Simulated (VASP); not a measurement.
# Li (R-3m) in VASP: further runs, part 2 of 2

VASP 6.6.1.

### 6 Single point, RPBE (21.06 Å³/atom)

File INCAR:

```
SYSTEM = Li
PREC = Accurate ; ENCUT = 520
EDIFF = 1E-6 ; ISMEAR = -1
SIGMA = 0.1 ; LREAL = .FALSE.
LASPH = .TRUE. ; NELM = 100
ALGO = Normal ; ISIF = 2
LWAVE = .FALSE. ; LCHARG = .FALSE.
GGA = RP ; NBANDS = 12
```

File KPOINTS:

```
regular mesh
0
G
  13 13 13
  0 0 0
```

File POSCAR:

```
Li
1.0
    1.5522956015      0.8962182834      7.5681729408
   -1.5522956015      0.8962182834      7.5681729408
    0.0000000000     -1.7924365668      7.5681729408
Li
3
Direct
    0.0000000000      0.0000000000      1.0000000000
    0.2222671044      0.2222671044      0.2222671044
    0.7777328956      0.7777328956      0.7777328956
```

Potentials or basis: VASP PAW PBE potentials, release 64 (Li_sv).

Launch:

```console
cat potpaw_PBE.64/Li_sv/POTCAR > POTCAR
mpirun -np 1 vasp_std > vasp.out
```

OUTCAR:

```text
SYSTEM = Li
   PREC = Accurate
   ENCUT = 520
   EDIFF = 1E-6
   ISMEAR = -1
   LREAL = .FALSE.
   LASPH = .TRUE.
   NELM = 100
   ISIF = 2
   GGA = RP

 ion  position               nearest neighbor table
   1  0.000  0.000  0.000-
   2  0.222  0.222  0.222-
   3  0.778  0.778  0.778-

  LATTYP: Found a trigonal (rhomboedric) cell.
 ALAT       =     7.7775362749
 COS(alpha) =     0.9203300107

  Lattice vectors:

 A1 = (   1.5522956015,   0.8962182834,   7.5681729408)
 A2 = (  -1.5522956015,   0.8962182834,   7.5681729408)
 A3 = (   0.0000000000,  -1.7924365668,   7.5681729408)

Analysis of symmetry for initial positions (statically):
=====================================================================
 Subroutine PRICEL returns:
 Original cell was already a primitive cell.

 Routine SETGRP: Setting up the symmetry group for a
 trigonal (rhombohedral) supercell.

 Subroutine GETGRP returns: Found 12 space group operations
 (whereof 12 operations were pure point group operations)
 out of a pool of 12 trial point group operations.

The static configuration has the point symmetry D_3d.

Analysis of symmetry for dynamics (positions and initial velocities):
=====================================================================
 Subroutine PRICEL returns:
 Original cell was already a primitive cell.

 Routine SETGRP: Setting up the symmetry group for a
 trigonal (rhombohedral) supercell.

 Subroutine GETGRP returns: Found 12 space group operations
 (whereof 12 operations were pure point group operations)
 out of a pool of 12 trial point group operations.

The dynamic configuration has the point symmetry D_3d.

 Subroutine INISYM returns: Found 12 space group operations
 (whereof 12 operations are pure point group operations),
 and found     1 'primitive' translations

----------------------------------------------------------------------------------------

                                     Primitive cell
[... 122 lines left out ...]
   LEPSILON=     F    determine dielectric tensor
   LRPA    =     F    only Hartree local field effects (RPA)
 non-spin polarized calculation
  energy-cutoff  :      520.00
  volume of cell :       63.17
 maximum number of plane-waves:      1715
 NGX is ok and might be reduce to    60
   NGX = 29   NGY = 29   NGZ = 29

 number of electron       9.0000012 magnetization

 Free energy of the ion-electron system (eV)
  ---------------------------------------------------
  ext. energy  EPLUGINS =         0.00000000
  ---------------------------------------------------
  free energy    TOTEN  =        -5.46095130 eV

  energy without entropy =       -5.40975446  energy(sigma->0) =       -5.43535288

 E-fermi :   0.5835     XC(G=0):  -6.9182

 val. band max:        0.5808361164   @ k =  -0.2308  -0.4615   0.0769
 cond. band min:       0.5841333371   @ k =  -0.4615   0.4615   0.0769
 fundamental gap:      0.0032972206
 Fermi energy:         0.5834712415

 k-point     1 :       0.0000    0.0000    0.0000
  band No.  band energies     occupation
      1     -46.2062      2.00000
      2     -46.1953      2.00000
      3     -46.1946      2.00000
      4      -2.9389      2.00000
      5      -0.9879      2.00000
      6      -0.9871      2.00000
      7       6.1850      0.00000
      8       6.1920      0.00000
      9      13.1749      0.00000
     10      13.1749      0.00000
     11      13.3129      0.00000
     12      13.3129      0.00000
[... 331 lines left out ...]
 k-point    24 :       0.4615    0.1538    0.0000
  band No.  band energies     occupation
      1     -46.1925      2.00000
      2     -46.1891      2.00000
      3     -46.1871      2.00000
      4      -0.2689      1.99960
      5       0.8795      0.09848
      6       2.3261      0.00000
      7       4.1703      0.00000
      8       5.5641      0.00000
      9       6.3003      0.00000
     10       6.6895      0.00000
     11       7.8225      0.00000
     12       9.1056      0.00000

 [... further k-points ...]

------------------------ aborting loop because EDIFF is reached ----------------------------------------

  FORCE on cell =-STRESS in cart. coord.  units (eV):
  Direction    XX          YY          ZZ          XY          YZ          ZX
  --------------------------------------------------------------------------------------
  -------------------------------------------------------------------------------------
  Total       -0.0490390     -0.0490390      0.0286751      0.0000000     -0.0000000      0.0000000
  in kB       -1.2437173     -1.2437173      0.7272526      0.0000000     -0.0000000      0.0000000
  external PRESSURE =      -0.5867273 kB  Pullay stress =       0.0000000 kB

 VOLUME and BASIS-vectors are now :
 -----------------------------------------------------------------------------
  energy-cutoff  :      520.00
  volume of cell :       63.17
      direct lattice vectors                 reciprocal lattice vectors
     1.552295602  0.896218283  7.568172941     0.322103599  0.185966600  0.044044096
    -1.552295602  0.896218283  7.568172941    -0.322103599  0.185966600  0.044044096
     0.000000000 -1.792436567  7.568172941     0.000000000 -0.371933199  0.044044096

 POSITION                                       TOTAL-FORCE (eV/Angst)
 -----------------------------------------------------------------------------------
      0.00000      0.00000      0.00000         0.000000     -0.000000     -0.000000
      0.00000      0.00000      5.04647        -0.000000      0.000000     -0.001327
      0.00000      0.00000     17.65805        -0.000000      0.000000      0.001327
 -----------------------------------------------------------------------------------
    total drift:                               -0.000000     -0.000000      0.000000

  FREE ENERGIE OF THE ION-ELECTRON SYSTEM (eV)
  ---------------------------------------------------
  free  energy   TOTEN  =        -5.4609512989 eV

  energy  without entropy=       -5.4097544645  energy(sigma->0) =       -5.43535288
```

It took 9.8 min on 1 thread of Oxide Virtual Turin-like, shared host; peak memory 0.48 GiB.

What came out:

```
Free energy            : -5.4610 eV
Band gap on the k mesh : zero (an odd number of electrons rules out a gap without spin polarisation)
```

Caveat: the cutoff is under 1.25 times the usual one of these potentials, so pressure, stress and relaxed cells hold a basis-set (Pulay) error; the PAW data sets were made with another functional, which shifts forces and pressure a little.

### 7 Summary

```tsv
cell	k mesh	gap on the mesh (eV)
a = 7.778 Å, angles 23.0°, 3 atoms	12 × 12 × 12	none
a = 7.453 Å, angles 23.0°, 3 atoms	13 × 13 × 13	none
a = 7.564 Å, angles 23.0°, 3 atoms	13 × 13 × 13	none
a = 7.672 Å, angles 23.0°, 3 atoms	13 × 13 × 13	none
a = 7.778 Å, angles 23.0°, 3 atoms	13 × 13 × 13	none
```

Alike in all rows: task single point; level RPBE; potentials or basis VASP PAW PBE potentials, release 64 (Li_sv); no spin polarisation; cutoff (eV) 520; smearing fermi-dirac 0.1 eV.

Caveats: the cutoff is under 1.25 times the usual one of these potentials, so pressure, stress and relaxed cells hold a basis-set (Pulay) error; the PAW data sets were made with another functional, which shifts forces and pressure a little.

Absolute energies hang on the potentials; compare differences alone.

The gap in the log of VASP goes by the Fermi energy; the results here count the filled bands.